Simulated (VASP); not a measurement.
# Sn (Fd-3m) in VASP: further runs

Runs on Sn. Level: PBE. Tasks: single point.

All numbers are computed with VASP 6.6.1; they aren't measurements. Logs are shortened: lines on timing, memory, paths and dates and some standing lists are left out, and cuts for length are marked.

## 1. The cell of the first run

It takes space group Fd-3m (No. 227, cubic). The conventional cell has a = 6.658 Å, b = 6.658 Å, c = 6.658 Å, α = 90.00°, β = 90.00°, γ = 90.00°. Within 3.8 Å of Sn (site symmetry -43m) lie 4 Sn at 2.88 Å.

## 2. Single point, PBE

File INCAR:

```
SYSTEM = Sn
PREC = Accurate
ENCUT = 520
EDIFF = 1E-7
ISMEAR = 1
SIGMA = 0.6
LREAL = .False.
LASPH = .True.
NELM = 100
ALGO = Normal
ISIF = 2
LWAVE = .False.
LCHARG = .True.
GGA = PE
LELF = .True.
LVHAR = .True.
NBANDS = 21
```

File KPOINTS:

```
regular mesh
0
Gamma
  8 8 8
  0 0 0
```

File POSCAR:

```
Sn
1.0
    0.0000000000      3.3289000152      3.3289000152
    3.3289000152      0.0000000000      3.3289000152
    3.3289000152      3.3289000152      0.0000000000
Sn
2
Direct
    0.5000000000      0.5000000000      0.5000000000
    0.7500000000      0.7500000000      0.7500000000
```

Potentials or basis: VASP PAW PBE potentials, release 64 (Sn_d).

Command:

```console
$ cat potpaw_PBE.64/Sn_d/POTCAR > POTCAR
$ mpirun -np 1 vasp_std > vasp.out
```

OUTCAR:

```text
SYSTEM = Sn
   PREC = Accurate
   ENCUT = 520
   EDIFF = 1E-7
   ISMEAR = 1
   LREAL = .False.
   LASPH = .True.
   NELM = 100
   ISIF = 2
   GGA = PE

 ion  position               nearest neighbor table
   1  0.500  0.500  0.500-   2 2.88   2 2.88   2 2.88   2 2.88
   2  0.750  0.750  0.750-   1 2.88   1 2.88   1 2.88   1 2.88

  LATTYP: Found a face centered cubic cell.
 ALAT       =     6.6578000304

  Lattice vectors:

 A1 = (   0.0000000000,   3.3289000152,   3.3289000152)
 A2 = (   3.3289000152,   0.0000000000,   3.3289000152)
 A3 = (   3.3289000152,   3.3289000152,   0.0000000000)

Analysis of symmetry for initial positions (statically):
=====================================================================
 Subroutine PRICEL returns:
 Original cell was already a primitive cell.

 Routine SETGRP: Setting up the symmetry group for a
 face centered cubic supercell.

 Subroutine GETGRP returns: Found 48 space group operations
 (whereof 24 operations were pure point group operations)
 out of a pool of 48 trial point group operations.

The static configuration has the point symmetry T_d .
 The point group associated with its full space group is O_h .

Analysis of symmetry for dynamics (positions and initial velocities):
=====================================================================
 Subroutine PRICEL returns:
 Original cell was already a primitive cell.

 Routine SETGRP: Setting up the symmetry group for a
 face centered cubic supercell.

 Subroutine GETGRP returns: Found 48 space group operations
 (whereof 24 operations were pure point group operations)
 out of a pool of 48 trial point group operations.

The dynamic configuration has the point symmetry T_d .
 The point group associated with its full space group is O_h .

 Subroutine INISYM returns: Found 48 space group operations
 (whereof 24 operations are pure point group operations),
 and found     1 'primitive' translations

----------------------------------------------------------------------------------------

                                     Primitive cell

  volume of cell :      73.7789

  direct lattice vectors                    reciprocal lattice vectors
     0.000000000  3.328900015  3.328900015    -0.150199765  0.150199765  0.150199765
     3.328900015  0.000000000  3.328900015     0.150199765 -0.150199765  0.150199765
     3.328900015  3.328900015  0.000000000     0.150199765  0.150199765 -0.150199765

  length of vectors
     4.707775549  4.707775549  4.707775549     0.260153624  0.260153624  0.260153624

  position of ions in fractional coordinates (direct lattice)
     0.500000000  0.500000000  0.500000000
     0.750000000  0.750000000  0.750000000

  ion indices of the primitive-cell ions
   primitive index   ion index
                 1           1
                 2           2

----------------------------------------------------------------------------------------

 KPOINTS: regular mesh

Automatic generation of k-mesh.
 Grid dimensions read from file:
 generate k-points for:    8    8    8

 Generating k-lattice:

  Cartesian coordinates                     Fractional coordinates (reciprocal lattice)
    -0.018774971  0.018774971  0.018774971     0.125000000  0.000000000  0.000000000
     0.018774971 -0.018774971  0.018774971     0.000000000  0.125000000  0.000000000
     0.018774971  0.018774971 -0.018774971     0.000000000  0.000000000  0.125000000

  Length of vectors
     0.032519203  0.032519203  0.032519203

  Shift w.r.t. Gamma in fractional coordinates (k-lattice)
     0.000000000  0.000000000  0.000000000

 Subroutine IBZKPT returns following result:
 ===========================================

 Found     29 irreducible k-points:

 Following reciprocal coordinates:
            Coordinates               Weight
  0.000000  0.000000  0.000000      1.000000
  0.125000  0.000000  0.000000      8.000000
  0.250000  0.000000  0.000000      8.000000
  0.375000  0.000000  0.000000      8.000000
  0.500000  0.000000  0.000000      4.000000
  0.125000  0.125000  0.000000      6.000000
[... 16 lines left out ...]
  0.500000  0.250000  0.125000     48.000000
 -0.375000  0.250000  0.125000     24.000000
 [... further k-points ...]
   k-points           NKPTS =     29   k-points in BZ     NKDIM =     29   number of bands    NBANDS=     21
   number of dos      NEDOS =    301   number of ions     NIONS =      2
   total plane-waves  NPLWV =  46656
   dimension x,y,z NGX =    36 NGY =   36 NGZ =   36
   dimension x,y,z NGXF=    72 NGYF=   72 NGZF=   72
   ions per type =               2
   NGX,Y,Z   is equivalent  to a cutoff of  12.71, 12.71, 12.71 a.u.
   NGXF,Y,Z  is equivalent  to a cutoff of  25.43, 25.43, 25.43 a.u.
 SYSTEM =  Sn
   PREC   = accura    normal or accurate (medium, high low for compatibility)
   ISTART =      0    job   : 0-new  1-cont  2-samecut
   ICHARG =      2    charge: 1-file 2-atom 10-const
   ISPIN  =      1    spin polarized calculation?
   LNONCOLLINEAR =      F non collinear calculations
   LSORBIT =      F    spin-orbit coupling
   LASPH  =      T    aspherical Exc in radial PAW
   ENCUT  =  520.0 eV  38.22 Ry    6.18 a.u.   8.75  8.75  8.75*2*pi/ulx,y,z
   NELM   =    100;   NELMIN=  2; NELMDL= -5     # of ELM steps
   EDIFF  = 0.1E-06   stopping-criterion for ELM
   LREAL  =      F    real-space projection
   EDIFFG = 0.1E-05   stopping-criterion for IOM
   NSW    =      0    number of steps for IOM
   IBRION =     -1    ionic relax: 0-MD 1-quasi-New 2-CG
   NFREE  =      0    steps in history (QN), initial steepest desc. (CG)
   ISIF   =      2    stress and relaxation
   ISYM   =      2    0-nonsym 1-usesym 2-fastsym
   POTIM  = 0.5000    time-step for ionic-motion
   TEBEG  =    0.0;   TEEND  =   0.0 temperature during run
   PSTRESS=    0.0 pullay stress
   NELECT =      28.0000    total number of electrons
   NUPDOWN=      -1.0000    fix difference up-down
   EMIN   =  10.00;   EMAX   =-10.00  energy-range for DOS
   EFERMI =   0.00;   METHOD = LEGACY
   ISMEAR =     1;   SIGMA  =   0.60  broadening in eV -4-tet -1-fermi 0-gaus
   EFERMI_NEDOS =   21; number of points for ismear=-14 and -15
   IALGO  =     38    algorithm
   IMIX   =      4    mixing-type and parameters
     AMIX     =   0.40;   BMIX     =  1.00
     AMIX_MAG =   1.60;   BMIX_MAG =  1.00
  volume/ion in A,a.u.               =      36.89       248.94
  Fermi-wavevector in a.u.,A,eV,Ry     =   1.185269  2.239833 19.114301  1.404862
  Thomas-Fermi vector in A             =   2.321466
   LORBIT       =      0    0 simple, 1 ext, 2 COOP (PROOUT), +10 PAW based schemes
   GGA     = PE    functional components
   LHFCALC =     F    Hartree Fock is set to
   AEXX    =    0.0000 exact exchange contribution
   IVDW    =     0    specifies the selected vdW correction
   LEPSILON=     F    determine dielectric tensor
   LRPA    =     F    only Hartree local field effects (RPA)
 non-spin polarized calculation
 Methfessel and Paxton  Order N= 1 SIGMA  =   0.60
  energy-cutoff  :      520.00
  volume of cell :       73.78
 maximum number of plane-waves:      2012
   NGX = 17   NGY = 17   NGZ = 17

 number of electron      28.0000008 magnetization

 Free energy of the ion-electron system (eV)
  ---------------------------------------------------
  ext. energy  EPLUGINS =         0.00000000
  ---------------------------------------------------
  free energy    TOTEN  =        -7.68199766 eV

  energy without entropy =       -7.70736479  energy(sigma->0) =       -7.69045337

 E-fermi :   4.8261     XC(G=0):  -8.5430

 val. band max:        4.8108295726   @ k =   0.3750   0.0000   0.0000
 cond. band min:       4.9490275447   @ k =   0.0000   0.0000   0.0000
 fundamental gap:      0.1381979721
 Fermi energy:         4.8260560813

 k-point     1 :       0.0000    0.0000    0.0000
  band No.  band energies     occupation
      1     -16.6868      2.00000
      2     -16.6868      2.00000
      3     -16.6868      2.00000
      4     -16.6371      2.00000
      5     -16.6371      2.00000
      6     -16.3856      2.00000
[... 13 lines left out ...]
     20      12.6414     -0.00000
     21      12.6414     -0.00000

 k-point     2 :       0.1250    0.0000    0.0000
  band No.  band energies     occupation
      1     -16.6953      2.00000
      2     -16.6953      2.00000
      3     -16.6836      2.00000
      4     -16.6251      2.00000
      5     -16.6251      2.00000
      6     -16.4062      2.00000
[... 13 lines left out ...]
     20      11.8771     -0.00000
     21      11.8771     -0.00000

 k-point     3 :       0.2500    0.0000    0.0000
  band No.  band energies     occupation
      1     -16.7073      2.00000
      2     -16.7073      2.00000
      3     -16.6757      2.00000
      4     -16.6054      2.00000
      5     -16.6054      2.00000
      6     -16.4247      2.00000
[... 13 lines left out ...]
     20      11.6650     -0.00000
     21      11.6650     -0.00000

 k-point     4 :       0.3750    0.0000    0.0000
  band No.  band energies     occupation
      1     -16.7144      2.00000
      2     -16.7144      2.00000
      3     -16.6673      2.00000
      4     -16.5922      2.00000
      5     -16.5922      2.00000
      6     -16.4355      2.00000
[... 13 lines left out ...]
     20      12.4125     -0.00000
     21      12.4125     -0.00000

 k-point     5 :       0.5000    0.0000    0.0000
  band No.  band energies     occupation
      1     -16.7164      2.00000
      2     -16.7164      2.00000
      3     -16.6638      2.00000
      4     -16.5881      2.00000
      5     -16.5881      2.00000
      6     -16.4385      2.00000
[... 13 lines left out ...]
     20      13.0717     -0.00000
     21      13.4213     -0.00000
[... 382 lines left out ...]
     20      13.6296     -0.00000
     21      14.9673     -0.00000

 k-point    22 :       0.3750    0.2500    0.1250
  band No.  band energies     occupation
      1     -16.7189      2.00000
      2     -16.7183      2.00000
      3     -16.6642      2.00000
      4     -16.5963      2.00000
      5     -16.5656      2.00000
      6     -16.4796      2.00000
[... 13 lines left out ...]
     20      12.6312     -0.00000
     21      12.9602     -0.00000

 k-point    23 :       0.5000    0.2500    0.1250
  band No.  band energies     occupation
      1     -16.7342      2.00000
      2     -16.7249      2.00000
      3     -16.6382      2.00000
      4     -16.5786      2.00000
      5     -16.5505      2.00000
      6     -16.4913      2.00000
[... 13 lines left out ...]
     20      12.4232     -0.00000
     21      13.6769     -0.00000

 k-point    24 :      -0.3750    0.2500    0.1250
  band No.  band energies     occupation
      1     -16.7403      2.00000
      2     -16.7269      2.00000
      3     -16.6260      2.00000
      4     -16.5655      2.00000
      5     -16.5517      2.00000
      6     -16.4868      2.00000
[... 13 lines left out ...]
     20      13.2826     -0.00000
     21      13.6515     -0.00000

 [... further k-points ...]

------------------------ aborting loop because EDIFF is reached ----------------------------------------

  FORCE on cell =-STRESS in cart. coord.  units (eV):
  Direction    XX          YY          ZZ          XY          YZ          ZX
  --------------------------------------------------------------------------------------
  -------------------------------------------------------------------------------------
  Total       -0.0377014     -0.0377014     -0.0377014      0.0000000      0.0000000     -0.0000000
  in kB       -0.8187205     -0.8187205     -0.8187205      0.0000000      0.0000000     -0.0000000
  external PRESSURE =      -0.8187205 kB  Pullay stress =       0.0000000 kB

 VOLUME and BASIS-vectors are now :
 -----------------------------------------------------------------------------
  energy-cutoff  :      520.00
  volume of cell :       73.78
      direct lattice vectors                 reciprocal lattice vectors
     0.000000000  3.328900015  3.328900015    -0.150199765  0.150199765  0.150199765
     3.328900015  0.000000000  3.328900015     0.150199765 -0.150199765  0.150199765
     3.328900015  3.328900015  0.000000000     0.150199765  0.150199765 -0.150199765

 POSITION                                       TOTAL-FORCE (eV/Angst)
 -----------------------------------------------------------------------------------
      3.32890      3.32890      3.32890        -0.000000     -0.000000     -0.000000
      4.99335      4.99335      4.99335         0.000000      0.000000      0.000000
 -----------------------------------------------------------------------------------
    total drift:                                0.000000      0.000000      0.000000

  FREE ENERGIE OF THE ION-ELECTRON SYSTEM (eV)
  ---------------------------------------------------
  free  energy   TOTEN  =        -7.6819976559 eV

  energy  without entropy=       -7.7073647872  energy(sigma->0) =       -7.69045337
```

Run time: 40 s. Hardware: 1 thread of Intel Xeon 6975P-C, shared host; peak memory 0.21 GiB.

Results:

```
Free energy            : -7.6820 eV
Pressure               : -0.1 GPa
Band gap on the k mesh : zero (band 14 reaches 4.95 eV, above the bottom of band 15 at 4.72 eV)
```

Caveat: spin-orbit coupling is left out, which moves the levels of the heavy elements.

## 3. Single point, PBE

File INCAR:

```
PREC     = Accurate       # precision mode
ENCUT    = 520            # plane-wave cutoff, eV
EDIFF    = 1E-6           # SCF threshold, eV
ISMEAR   = 1              # smearing method
SIGMA    = 1.0            # smearing width, eV
LREAL    = F              # projectors in reciprocal space
LASPH    = T              # aspherical terms in the spheres
NELM     = 100            # most SCF steps
ALGO     = Normal         # electronic algorithm
ISIF     = 2              # what is computed and relaxed
LWAVE    = F              # write WAVECAR
LCHARG   = F              # write CHGCAR
GGA      = PE             # functional
NBANDS   = 21             # bands
```

File KPOINTS:

```
Automatic mesh
0
Gamma
  8 8 8
```

POSCAR is that of step 2.

Potentials or basis: VASP PAW PBE potentials, release 64 (Sn_d).

Command:

```console
$ cat potpaw_PBE.64/Sn_d/POTCAR > POTCAR
$ mpirun -np 1 vasp_std > vasp.out
```

Wall time 32 s (1 thread of Intel Xeon 6975P-C, shared host); peak memory 0.21 GiB.

Results (log left out):

* Free energy: -7.6407 eV
* Pressure: -0.2 GPa
* Band gap on the k mesh: zero (band 14 reaches 4.95 eV, above the bottom of band 15 at 4.72 eV)

Levels at points of the mesh, in eV from the Fermi level:
| k point | band 11 | band 12 | band 13 | band 14 | band 15 | band 16 | band 17 | band 18 |
| --- | --- | --- | --- | --- | --- | --- | --- | --- |
| (0.00, 0.00, 0.00) | -10.15 | -1.20 | 0.05 | 0.05 | 0.05 | 2.11 | 2.11 | 2.11 |
| (0.50, 0.00, 0.00) | -8.68 | -6.07 | -1.04 | -1.04 | -0.19 | 3.16 | 3.16 | 5.65 |
| (0.50, 0.50, 0.00) | -7.30 | -7.30 | -2.26 | -2.26 | 0.86 | 0.86 | 7.20 | 7.20 |

Caveat: spin-orbit coupling is left out, which moves the levels of the heavy elements.

## 4. Single point, PBE

File INCAR:

```
PREC = Accurate ; ENCUT = 520
EDIFF = 1E-7 ; ISMEAR = 1
SIGMA = 0.03 ; LREAL = False
LASPH = True ; NELM = 80
ALGO = Normal ; ISIF = 2
LWAVE = False ; LCHARG = False
GGA = PE ; NBANDS = 21
```

File KPOINTS:

```
regular mesh
0
Gamma
  8 8 8
```

POSCAR is that of step 3.

Command:

```console
$ cat potpaw_PBE.64/Sn_d/POTCAR > POTCAR
$ mpirun -np 1 vasp_std > vasp.out
```

Wall time 32 s (1 thread of Intel Xeon 6975P-C, shared host); peak memory 0.21 GiB.

The run converged. Its results:

```yaml
Free_energy: -7.6837 eV
Pressure: -0.1 GPa
Band_gap_on_the_k_mesh: zero (band 14 reaches 4.95 eV, above the bottom of band 15 at 4.72 eV)
```

Levels at points of the mesh, in eV from the Fermi level:
```tsv
k point	band 10	band 11	band 12	band 13	band 14	band 15	band 16	band 17	band 18	band 19
(0.00, 0.00, 0.00)	-21.10	-9.97	-1.02	0.23	0.23	0.23	2.29	2.29	2.29	5.11
(0.50, 0.00, 0.00)	-21.06	-8.50	-5.89	-0.86	-0.86	0.00	3.34	3.34	5.83	8.33
(0.50, 0.50, 0.00)	-21.05	-7.12	-7.12	-2.08	-2.08	1.04	1.04	7.39	7.39	8.91
```

Caveat: spin-orbit coupling is left out, which moves the levels of the heavy elements.

## 5. Single point, PBE

File INCAR:

```
SYSTEM = Sn
PREC = Accurate ; ENCUT = 520
EDIFF = 1E-6 ; ISMEAR = 1
SIGMA = 0.1 ; LREAL = .False.
LASPH = .True. ; NELM = 100
ALGO = Normal ; ISIF = 2
LWAVE = .False. ; LCHARG = .True.
GGA = PE ; LELF = .True.
LVHAR = .True. ; NBANDS = 21
```

File KPOINTS:

```
regular mesh
0
Gamma
  8 8 8
  0 0 0
```

POSCAR is that of step 4.

Command:

```console
$ cat potpaw_PBE.64/Sn_d/POTCAR > POTCAR
$ mpirun -np 1 vasp_std > vasp.out
```

Wall time 36 s (1 thread of Intel Xeon 6975P-C, shared host); peak memory 0.21 GiB.

It converged, with:

| Quantity | Value |
| --- | --- |
| Free energy | -7.6837 eV |
| Pressure | -0.1 GPa |
| Band gap on the k mesh | zero (band 14 reaches 4.95 eV, above the bottom of band 15 at 4.72 eV) |

Levels at points of the mesh, in eV from the Fermi level:
```
           k point  band 12  band 13  band 14  band 15  band 16  band 17
(0.00, 0.00, 0.00)    -1.04     0.20     0.20     0.20     2.26     2.26
(0.50, 0.00, 0.00)    -5.92    -0.89    -0.89    -0.03     3.31     3.31
(0.50, 0.50, 0.00)    -7.15    -2.11    -2.11     1.01     1.01     7.36
```

Caveat: spin-orbit coupling is left out, which moves the levels of the heavy elements.

## 6. Single point, PBE

File INCAR:

```
PREC = Accurate
ENCUT = 520
EDIFF = 1E-6
ISMEAR = 1
SIGMA = 0.2
LREAL = False
LASPH = True
NELM = 80
ALGO = Normal
ISIF = 2
LWAVE = False
LCHARG = False
GGA = PE
NBANDS = 21
```

File KPOINTS:

```
Automatic mesh
0
Gamma
  8 8 8
```

POSCAR is that of step 5.

Potentials or basis: VASP PAW PBE potentials, release 64 (Sn_d).

Command:

```console
$ cat potpaw_PBE.64/Sn_d/POTCAR > POTCAR
$ mpirun -np 1 vasp_std > vasp.out
```

It took 33 s on 1 thread of Intel Xeon 6975P-C, shared host; peak memory 0.21 GiB.

Results (log left out):

```
Free energy            : -7.6843 eV
Pressure               : -0.1 GPa
Band gap on the k mesh : zero (band 14 reaches 4.95 eV, above the bottom of band 15 at 4.72 eV)
```

Levels at points of the mesh, in eV from the Fermi level:
| k point | band 12 | band 13 | band 14 | band 15 | band 16 | band 17 |
| --- | --- | --- | --- | --- | --- | --- |
| (0.00, 0.00, 0.00) | -1.07 | 0.17 | 0.17 | 0.17 | 2.23 | 2.23 |
| (0.50, 0.00, 0.00) | -5.94 | -0.92 | -0.92 | -0.06 | 3.28 | 3.28 |
| (0.50, 0.50, 0.00) | -7.18 | -2.14 | -2.14 | 0.99 | 0.99 | 7.33 |

Caveat: spin-orbit coupling is left out, which moves the levels of the heavy elements.

## 7. The runs side by side

```tsv
smearing	gap on the mesh (eV)	pressure (GPa)
methfessel-paxton 0.6 eV	none	-0.1
methfessel-paxton 1 eV	none	-0.2
methfessel-paxton 0.03 eV	none	-0.1
methfessel-paxton 0.1 eV	none	-0.1
methfessel-paxton 0.2 eV	none	-0.1
```

Alike in all rows: task single point; level PBE; potentials or basis VASP PAW PBE potentials, release 64 (Sn_d); no spin polarisation; cell as given; k mesh 8 × 8 × 8; cutoff (eV) 520.

Every run on the cell as given and a fine mesh finds a metal.

Caveats: spin-orbit coupling is left out, which moves the levels of the heavy elements.

Absolute energies hang on the potentials; compare differences alone.
